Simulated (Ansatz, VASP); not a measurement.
Cs2KScTe6: VASP beside Ansatz

```
CELL_PARAMETERS angstrom
0.00000 5.46225 5.46225
5.46225 0.00000 5.46225
5.46225 5.46225 0.00000
ATOMIC_POSITIONS crystal
K 0.50000 0.50000 0.50000
Sc 0.00000 0.00000 0.00000
Te 0.78500 0.21500 0.21500
Te 0.21500 0.78500 0.21500
Te 0.21500 0.78500 0.78500
Te 0.78500 0.21500 0.78500
Te 0.21500 0.21500 0.78500
Te 0.78500 0.78500 0.21500
Cs 0.25000 0.25000 0.25000
Cs 0.75000 0.75000 0.75000
```

Alike in both runs: task single point; functional PBE; k mesh 6 × 6 × 6; no spin polarisation.

|  | VASP | Ansatz |
| --- | --- | --- |
| version | VASP 6.6.1 | Ansatz 0.2.0 |
| potentials or method | VASP PAW PBE potentials, release 64 (K_sv, Sc_sv, Te, Cs_sv), cutoff 520 eV | PAW plane waves |
| occupations | fermi-dirac, width 0.1 eV | fermi-dirac |
| valence electrons in the cell | 74 | 134 |

VASP gave:

```
pressure (GPa)                     : 17.7
rms of the force components (eV/Å) : 2.635
```

Task: Which values does Ansatz return?

Result: Pressure (GPa): 17.6; rms of the force components (eV/Å): 2.633.

Atom by atom the forces differ by 0.002 eV/Å (rms over components). VASP's potentials hold 74 valence electrons a cell and Ansatz's 134, so a difference there can come from the potentials and not from the codes.

Neither program's run includes spin-orbit coupling.
